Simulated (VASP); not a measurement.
# AlSi16 (a cell with a defect) in VASP: single point with PBE

Aim: the single point of AlSi16 (a cell with a defect) with PBE.

All numbers are computed with VASP 6.6.1; they aren't measurements. Logs are shortened: lines on timing, memory, paths and dates and some standing lists are left out, and cuts for length are marked.

## 1. The cell of the first run

The cell holds a defect, 17 atoms: a = 7.679 Å, b = 7.679 Å, c = 7.679 Å, α = 60.00°, β = 60.00°, γ = 60.00°.

## 2. Single point, PBE, collinear spin

File INCAR:

```
PREC     = Accurate       # precision mode
ENCUT    = 520            # plane-wave cutoff, eV
EDIFF    = 1E-6           # SCF threshold, eV
ISMEAR   = -1             # smearing method
SIGMA    = 0.05           # smearing width, eV
LREAL    = Auto         
LASPH    = True           # aspherical terms in the spheres
NELM     = 150            # most SCF steps
ALGO     = Normal         # electronic algorithm
ISIF     = 2              # what is computed and relaxed
LWAVE    = False          # write WAVECAR
LCHARG   = True           # write CHGCAR
ISPIN    = 2              # spin polarisation
MAGMOM   = 0 0 0 0 0 0 0 0 0 0 0 0 0 0 0 0 1 # initial moments
LORBIT   = 11             # projections on sites
GGA      = PE             # functional
LELF     = True           # ELF
LVHAR    = True         
NBANDS   = 52             # bands
```

File KPOINTS:

```
regular mesh
0
Gamma
  2 2 2
```

File POSCAR:

```
AlSi16
1.0
    0.0000000000      5.4300000000      5.4300000000
    5.4300000000      0.0000000000      5.4300000000
    5.4300000000      5.4300000000      0.0000000000
Si Al
16 1
Direct
    0.0148708393      0.0006068745     -0.0167998766
    0.1363111943      0.1230312665      0.1204432022
    0.0148503960      0.0006175023      0.5015463583
    0.1375036393      0.1202960574      0.6212047247
    0.0049668915      0.4977885529     -0.0012739118
    0.1362698898      0.6194880561      0.1204773824
    0.0147808706      0.4822710628      0.5015806532
    0.1362616190      0.6195015690      0.6239744473
    0.5110823410     -0.0071523192     -0.0018706858
    0.6342573793      0.1225080689      0.1200769531
    0.4994633024     -0.0003231940      0.5005272744
    0.6342433448      0.1225188019      0.6233496756
    0.5110312602      0.4972836015     -0.0018594955
    0.6337071624      0.6215699735      0.1224597032
    0.5110173545      0.4972869948      0.4937407471
    0.6341831492      0.6192481598      0.6233751915
   -0.1122772336      0.8702118713      0.3711399570
```

Potentials or basis: VASP PAW PBE potentials, release 64 (Si, Al).

Launch:

```console
$ cat potpaw_PBE.64/Si/POTCAR potpaw_PBE.64/Al/POTCAR > POTCAR
$ mpirun -np 1 vasp_std > vasp.out
```

OUTCAR:

```text
PREC = Accurate
   ENCUT = 520
   EDIFF = 1E-6
   ISMEAR = -1
   LREAL = Auto
   LASPH = True
   NELM = 150
   ISIF = 2
   ISPIN = 2
   LORBIT = 11
   GGA = PE

 ion  position               nearest neighbor table
   1  0.015  0.001  0.983-   4 2.27  10 2.39   2 2.39   6 2.39  17 2.43
   2  0.136  0.123  0.120-   9 2.35   5 2.35   3 2.39   1 2.39  17 2.72
   3  0.015  0.001  0.502-   4 2.27  12 2.39   2 2.39   8 2.39  17 2.43
   4  0.138  0.120  0.621-  11 2.27   7 2.27   3 2.27   1 2.27
   5  0.005  0.498  0.999-  14 2.33   8 2.35   6 2.35   2 2.35
   6  0.136  0.619  0.120-  13 2.35   5 2.35   7 2.39   1 2.39  17 2.72
   7  0.015  0.482  0.502-   4 2.27  16 2.39   6 2.39   8 2.39  17 2.43
   8  0.136  0.620  0.624-  15 2.35   5 2.35   7 2.39   3 2.39  17 2.72
   9  0.511  0.993  0.998-  14 2.33   2 2.35  12 2.35  10 2.35
  10  0.634  0.123  0.120-  13 2.35   9 2.35  11 2.39   1 2.39  17 2.74
  11  0.499  1.000  0.501-   4 2.27  16 2.39  12 2.39  10 2.39  17 2.43
  12  0.634  0.123  0.623-  15 2.35   9 2.35  11 2.39   3 2.39  17 2.74
  13  0.511  0.497  0.998-  14 2.33  16 2.35   6 2.35  10 2.35
  14  0.634  0.622  0.122-   5 2.33   9 2.33  15 2.33  13 2.33
  15  0.511  0.497  0.494-  14 2.33  16 2.35   8 2.35  12 2.35
  16  0.634  0.619  0.623-  15 2.35  13 2.35  11 2.39   7 2.39  17 2.74
  17  0.888  0.870  0.371-   3 2.43   1 2.43   7 2.43  11 2.43   8 2.72   6 2.72   2 2.72  16 2.74
                            12 2.74  10 2.74

  LATTYP: Found a face centered cubic cell.
 ALAT       =    10.8600000000

  Lattice vectors:

 A1 = (   0.0000000000,   5.4300000000,   5.4300000000)
 A2 = (   5.4300000000,   0.0000000000,   5.4300000000)
 A3 = (   5.4300000000,   5.4300000000,   0.0000000000)

Analysis of symmetry for initial positions (statically):
=====================================================================
 Subroutine PRICEL returns:
 Original cell was already a primitive cell.

 Routine SETGRP: Setting up the symmetry group for a
 face centered cubic supercell.

 Subroutine GETGRP returns: Found  1 space group operations
 (whereof  1 operations were pure point group operations)
 out of a pool of 48 trial point group operations.

The static configuration has the point symmetry C_1 .

Analysis of symmetry for dynamics (positions and initial velocities):
=====================================================================
 Subroutine PRICEL returns:
 Original cell was already a primitive cell.

 Routine SETGRP: Setting up the symmetry group for a
 face centered cubic supercell.

 Subroutine GETGRP returns: Found  1 space group operations
 (whereof  1 operations were pure point group operations)
 out of a pool of 48 trial point group operations.

The dynamic configuration has the point symmetry C_1 .

Analysis of structural, dynamic, and magnetic symmetry:
=====================================================================
 Subroutine PRICEL returns:
 Original cell was already a primitive cell.

 Routine SETGRP: Setting up the symmetry group for a
 face centered cubic supercell.

 Subroutine GETGRP returns: Found  1 space group operations
 (whereof  1 operations were pure point group operations)
 out of a pool of 48 trial point group operations.

The overall configuration has the point symmetry C_1 .

 Subroutine INISYM returns: Found  1 space group operations
 (whereof  1 operations are pure point group operations),
 and found     1 'primitive' translations

----------------------------------------------------------------------------------------

                                     Primitive cell

  volume of cell :     320.2060

  direct lattice vectors                    reciprocal lattice vectors
     0.000000000  5.430000000  5.430000000    -0.092081031  0.092081031  0.092081031
     5.430000000  0.000000000  5.430000000     0.092081031 -0.092081031  0.092081031
     5.430000000  5.430000000  0.000000000     0.092081031  0.092081031 -0.092081031

  length of vectors
     7.679179644  7.679179644  7.679179644     0.159489025  0.159489025  0.159489025

  position of ions in fractional coordinates (direct lattice)
     0.014870839  0.000606875  0.983200123
     0.136311194  0.123031266  0.120443202
     0.014850396  0.000617502  0.501546358
     0.137503639  0.120296057  0.621204725
     0.004966891  0.497788553  0.998726088
     0.136269890  0.619488056  0.120477382
[... 9 lines left out ...]
     0.634183149  0.619248160  0.623375192
     0.887722766  0.870211871  0.371139957

  ion indices of the primitive-cell ions
   primitive index   ion index
                 1           1
                 2           2
                 3           3
                 4           4
                 5           5
                 6           6
[... 9 lines left out ...]
                16          16
                17          17

[... 31 lines left out ...]
  0.000000  0.000000  0.500000      1.000000
  0.500000  0.500000  0.500000      1.000000
  0.500000  0.500000  0.000000      1.000000
  0.000000  0.500000  0.500000      1.000000
  0.500000  0.000000  0.500000      1.000000
   k-points           NKPTS =      8   k-points in BZ     NKDIM =      8   number of bands    NBANDS=     52
   number of dos      NEDOS =    301   number of ions     NIONS =     17
   total plane-waves  NPLWV = 216000
   dimension x,y,z NGX =    60 NGY =   60 NGZ =   60
   dimension x,y,z NGXF=   120 NGYF=  120 NGZF=  120
   ions per type =              16   1
   NGX,Y,Z   is equivalent  to a cutoff of  12.99, 12.99, 12.99 a.u.
   NGXF,Y,Z  is equivalent  to a cutoff of  25.98, 25.98, 25.98 a.u.
 SYSTEM =  unknown system
   PREC   = accura    normal or accurate (medium, high low for compatibility)
   ISTART =      0    job   : 0-new  1-cont  2-samecut
   ICHARG =      2    charge: 1-file 2-atom 10-const
   ISPIN  =      2    spin polarized calculation?
   LNONCOLLINEAR =      F non collinear calculations
   LSORBIT =      F    spin-orbit coupling
   LASPH  =      T    aspherical Exc in radial PAW
   ENCUT  =  520.0 eV  38.22 Ry    6.18 a.u.  14.28 14.28 14.28*2*pi/ulx,y,z
   NELM   =    150;   NELMIN=  2; NELMDL= -5     # of ELM steps
   EDIFF  = 0.1E-05   stopping-criterion for ELM
   LREAL  =      T    real-space projection
   EDIFFG = 0.1E-04   stopping-criterion for IOM
   NSW    =      0    number of steps for IOM
   IBRION =     -1    ionic relax: 0-MD 1-quasi-New 2-CG
   NFREE  =      0    steps in history (QN), initial steepest desc. (CG)
   ISIF   =      2    stress and relaxation
   ISYM   =      2    0-nonsym 1-usesym 2-fastsym
   POTIM  = 0.5000    time-step for ionic-motion
   TEBEG  =    0.0;   TEEND  =   0.0 temperature during run
   PSTRESS=    0.0 pullay stress
   NELECT =      67.0000    total number of electrons
   NUPDOWN=      -1.0000    fix difference up-down
   EMIN   =  10.00;   EMAX   =-10.00  energy-range for DOS
   EFERMI =   0.00;   METHOD = LEGACY
   ISMEAR =    -1;   SIGMA  =   0.05  broadening in eV -4-tet -1-fermi 0-gaus
   EFERMI_NEDOS =   21; number of points for ismear=-14 and -15
   IALGO  =     38    algorithm
   IMIX   =      4    mixing-type and parameters
     AMIX     =   0.40;   BMIX     =  1.00
     AMIX_MAG =   1.60;   BMIX_MAG =  1.00
  volume/ion in A,a.u.               =      18.84       127.11
  Fermi-wavevector in a.u.,A,eV,Ry     =   0.971904  1.836632 12.852022  0.944597
  Thomas-Fermi vector in A             =   2.102159
   LORBIT       =     11    0 simple, 1 ext, 2 COOP (PROOUT), +10 PAW based schemes
   GGA     = PE    functional components
   LHFCALC =     F    Hartree Fock is set to
   AEXX    =    0.0000 exact exchange contribution
   IVDW    =     0    specifies the selected vdW correction
   LEPSILON=     F    determine dielectric tensor
   LRPA    =     F    only Hartree local field effects (RPA)
 spin polarized calculation
  energy-cutoff  :      520.00
  volume of cell :      320.21
 maximum number of plane-waves:      8646
 NGX is ok and might be reduce to    60
   NGX = 29   NGY = 29   NGZ = 29

 number of electron      67.0000000 magnetization      -0.0000878

 number of electron      67.0000000 magnetization       0.0000564

 Free energy of the ion-electron system (eV)
  ---------------------------------------------------
  ext. energy  EPLUGINS =         0.00000000
  ---------------------------------------------------
  free energy    TOTEN  =       -86.70921026 eV

  energy without entropy =      -86.68103820  energy(sigma->0) =      -86.69512423

 E-fermi :   6.9007     XC(G=0):  -9.6570

 val. band max:        6.6853574517   @ k =   0.0000   0.0000   0.0000
 cond. band min:       6.9054798016   @ k =   0.0000   0.0000   0.0000
 fundamental gap:      0.2201223499
 Fermi energy:         6.9006737279

 spin component 1

 k-point     1 :       0.0000    0.0000    0.0000
  band No.  band energies     occupation
      1      -6.0066      1.00000
      2      -3.5532      1.00000
      3      -3.5381      1.00000
      4      -3.5379      1.00000
      5      -3.5370      1.00000
      6      -2.3973      1.00000
[... 373 lines left out ...]
     44      10.3339      0.00000
     45      10.4630      0.00000
 Fermi energy:         6.9006737279

 spin component 2

 k-point     1 :       0.0000    0.0000    0.0000
  band No.  band energies     occupation
      1      -6.0066      1.00000
      2      -3.5532      1.00000
      3      -3.5381      1.00000
      4      -3.5379      1.00000
      5      -3.5370      1.00000
      6      -2.3973      1.00000
[... 373 lines left out ...]
     44      10.3339      0.00000
     45      10.4630      0.00000
 [bands above 45 left out]

------------------------ aborting loop because EDIFF is reached ----------------------------------------

  FORCE on cell =-STRESS in cart. coord.  units (eV):
  Direction    XX          YY          ZZ          XY          YZ          ZX
  --------------------------------------------------------------------------------------
  -------------------------------------------------------------------------------------
  Total       10.8093780     10.8115120     10.8113919     -0.0162267      0.0112401     -0.0127251
  in kB       54.0856187     54.0962962     54.0956952     -0.0811917      0.0562409     -0.0636713
  external PRESSURE =      54.0925367 kB  Pullay stress =       0.0000000 kB

 VOLUME and BASIS-vectors are now :
 -----------------------------------------------------------------------------
  energy-cutoff  :      520.00
  volume of cell :      320.21
      direct lattice vectors                 reciprocal lattice vectors
     0.000000000  5.430000000  5.430000000    -0.092081031  0.092081031  0.092081031
     5.430000000  0.000000000  5.430000000     0.092081031 -0.092081031  0.092081031
     5.430000000  5.430000000  0.000000000     0.092081031  0.092081031 -0.092081031

 POSITION                                       TOTAL-FORCE (eV/Angst)
 -----------------------------------------------------------------------------------
      5.34207      5.41953      0.08404        -0.003172     -0.000149      0.002277
      1.32207      1.39418      1.40823        -0.000933      0.000638      0.000098
      2.72675      2.80403      0.08399        -0.000164      0.003003      0.002808
      4.02635      4.11979      1.39985         0.007018     -0.006045     -0.008883
      8.12607      5.45005      2.72996        -0.003905      0.004242      0.004060
      4.01801      1.39414      4.10377         0.000198      0.001413      0.002114
[... 9 lines left out ...]
      6.74744      6.82854      6.80613         0.000320      0.000603     -0.000090
      6.74054      6.83562      9.54559         0.007709     -0.007040     -0.009264
 -----------------------------------------------------------------------------------
    total drift:                               -0.009127      0.006897      0.014162

  FREE ENERGIE OF THE ION-ELECTRON SYSTEM (eV)
  ---------------------------------------------------
  free  energy   TOTEN  =       -86.7092102555 eV

  energy  without entropy=      -86.6810382016  energy(sigma->0) =      -86.69512423

 total charge

# of ion       s       p       d       tot
------------------------------------------
    1        0.758   0.949   0.000   1.708
    2        0.743   0.929   0.000   1.672
    3        0.758   0.949   0.000   1.708
    4        0.763   0.991   0.000   1.754
    5        0.746   0.950   0.000   1.696
    6        0.743   0.929   0.000   1.672
[... 9 lines left out ...]
   16        0.743   0.930   0.000   1.673
   17        0.507   0.336   0.000   0.843
--------------------------------------------------
tot         12.479  15.473   0.000  27.951

 magnetization (x)

# of ion       s       p       d       tot
------------------------------------------
    1       -0.000  -0.000   0.000  -0.000
    2        0.000  -0.000   0.000  -0.000
    3       -0.000  -0.000   0.000  -0.000
    4        0.000   0.000   0.000   0.000
    5        0.000   0.000   0.000   0.000
    6        0.000  -0.000   0.000  -0.000
[... 9 lines left out ...]
   16        0.000  -0.000   0.000  -0.000
   17       -0.000   0.000   0.000  -0.000
--------------------------------------------------
tot          0.000   0.000   0.000   0.000
```

It took 12 min on 1 thread of Intel Xeon 8259CL, shared host; peak memory 0.71 GiB.

What came out:

```
Free energy                                           : -86.7092 eV
Pressure                                              : 5.4 GPa
Largest force                                         : 0.017 eV/Å
Net moment                                            : 0.00 μB per cell
Valence electrons inside the program's atomic spheres : Si 1.71, 1.67, 1.75, 1.70 (each value once); Al 0.84
```

Forces in eV/Å, atoms in the order of the input:
```
Si  -0.003  0.000  0.002
Si  -0.001  0.001  0.000
Si   0.000  0.003  0.003
Si   0.007 -0.006 -0.009
Si  -0.004  0.004  0.004
Si   0.000  0.001  0.002
Si  -0.003  0.004  0.002
Si  -0.002 -0.001  0.002
Si  -0.002  0.003  0.001
Si   0.000  0.001 -0.001
Si   0.011 -0.011 -0.008
Si  -0.001  0.000 -0.002
Si   0.000  0.003  0.002
Si  -0.006  0.005  0.008
Si  -0.003  0.000  0.003
Si   0.000  0.001  0.000
Al   0.008 -0.007 -0.009
```

Levels at points of the mesh, in eV from the Fermi level:
Spin up:
```csv
k point,band 29,band 30,band 31,band 32,band 33,band 34,band 35,band 36,band 37,band 38
"(0.00, 0.00, 0.00)",-1.75,-1.75,-0.75,-0.75,-0.75,-0.22,-0.22,-0.22,0.00,0.01
"(0.50, 0.00, 0.00)",-1.57,-1.57,-1.41,-1.41,-0.60,0.22,0.54,0.54,0.88,0.88
"(0.00, 0.50, 0.00)",-1.58,-1.57,-1.41,-1.41,-0.61,0.22,0.54,0.56,0.87,0.87
"(0.00, 0.00, 0.50)",-1.58,-1.57,-1.41,-1.41,-0.61,0.23,0.54,0.55,0.87,0.88
"(0.50, 0.50, 0.50)",-1.58,-1.57,-1.41,-1.41,-0.61,0.23,0.54,0.55,0.87,0.88
"(0.50, 0.50, 0.00)",-2.15,-2.03,-2.02,-1.90,-0.25,0.19,1.09,1.40,1.41,1.45
"(0.00, 0.50, 0.50)",-2.15,-2.03,-2.02,-1.90,-0.25,0.19,1.09,1.40,1.41,1.45
"(0.50, 0.00, 0.50)",-2.15,-2.03,-2.02,-1.90,-0.25,0.19,1.09,1.40,1.41,1.45
```
Spin down:
```tsv
k point	band 30	band 31	band 32	band 33	band 34	band 35	band 36	band 37
(0.00, 0.00, 0.00)	-1.75	-0.75	-0.75	-0.75	-0.22	-0.22	-0.22	0.00
(0.50, 0.00, 0.00)	-1.57	-1.41	-1.41	-0.60	0.22	0.54	0.54	0.88
(0.00, 0.50, 0.00)	-1.57	-1.41	-1.41	-0.61	0.23	0.54	0.56	0.87
(0.00, 0.00, 0.50)	-1.57	-1.41	-1.41	-0.61	0.23	0.54	0.55	0.87
(0.50, 0.50, 0.50)	-1.57	-1.41	-1.41	-0.61	0.23	0.54	0.55	0.87
(0.50, 0.50, 0.00)	-2.03	-2.02	-1.90	-0.25	0.19	1.09	1.40	1.41
(0.00, 0.50, 0.50)	-2.03	-2.02	-1.90	-0.25	0.19	1.09	1.40	1.41
(0.50, 0.00, 0.50)	-2.03	-2.02	-1.90	-0.25	0.19	1.09	1.40	1.41
```

Caveat: the k points lie up to 0.50 Å⁻¹ apart.
